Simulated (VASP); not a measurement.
TePb: relaxation of cell and atoms with PBEsol

The system is TePb.

```
CELL_PARAMETERS angstrom
0.00000 3.27352 3.27352
3.27352 0.00000 3.27352
3.27352 3.27352 0.00000
ATOMIC_POSITIONS crystal
Te 0.50000 0.50000 0.50000
Pb 0.00000 0.00000 0.00000
```

```yaml
Program: VASP 6.6.1
Task: relaxation of cell and atoms
Functional: PBEsol
Potentials_or_basis: VASP PAW PBE potentials, release 64 (Te, Pb_d)
Cutoff: 600 eV
k_mesh: 14 × 14 × 14
Occupations: gaussian, width 0.025 eV
Spin: no spin polarisation
Dipole_correction: no
Further_INCAR_settings: ALGO = Normal; EDIFF = 1e-06; IBRION = 2; EDIFFG = -0.005; NSW = 100; ISIF = 3
```

| Item | Value |
| --- | --- |
| Relaxed volume | 33.44 Å³/atom |
| Relaxed cell | a = 4.556 Å, b = 4.556 Å, c = 4.556 Å, α = 60.00°, β = 60.00°, γ = 60.00° |
| Space group after relaxing (to 0.1 Å) | Fm-3m (No. 225) |
| Energy gained by relaxing | 10.3 meV/atom |
| Ionic steps | 3 |
| Pressure after relaxing | 0.0 GPa |
| Band gap on the k mesh | 0.65 eV |

The path:
| step | energy change (eV) | largest force (eV/Å) | pressure (GPa) | volume (Å³) |
| --- | --- | --- | --- | --- |
| 1 | 0.0000 | 0.0000 | -1.94 | 70.16 |
| 2 | -0.0188 | 0.0000 | 0.67 | 65.93 |
| 3 | -0.0207 | 0.0000 | -0.01 | 66.88 |

Final structure:
```
CELL_PARAMETERS angstrom
0.00000 3.22173 3.22173
3.22173 0.00000 3.22173
3.22173 3.22173 0.00000
ATOMIC_POSITIONS crystal
Te 0.50000 0.50000 0.50000
Pb 0.00000 0.00000 0.00000
```

Levels at points of the mesh, in eV from the valence-band top:
| k point | band 7 | band 8 | band 9 | band 10 | band 11 | band 12 | band 13 | band 14 |
| --- | --- | --- | --- | --- | --- | --- | --- | --- |
| (0.00, 0.00, 0.00) | -5.59 | -1.37 | -1.37 | -1.37 | 4.07 | 4.07 | 4.07 | 5.74 |
| (0.50, 0.00, 0.00) | -8.65 | -0.90 | -0.90 | 0.00 | 0.65 | 1.22 | 1.22 | 8.30 |
| (0.50, 0.50, 0.00) | -7.32 | -4.59 | -2.85 | -2.85 | 3.17 | 5.49 | 5.49 | 6.73 |

Run time: 2.5 min on 1 thread of AMD EPYC 9R45 96-Core Processor (Zen 5) (shared host), peak memory 0.31 GiB.

Caveat: the PAW data sets were made with another functional, which shifts forces and pressure a little; spin-orbit coupling is left out, which moves the levels of the heavy elements. A k mesh can miss the band edges.
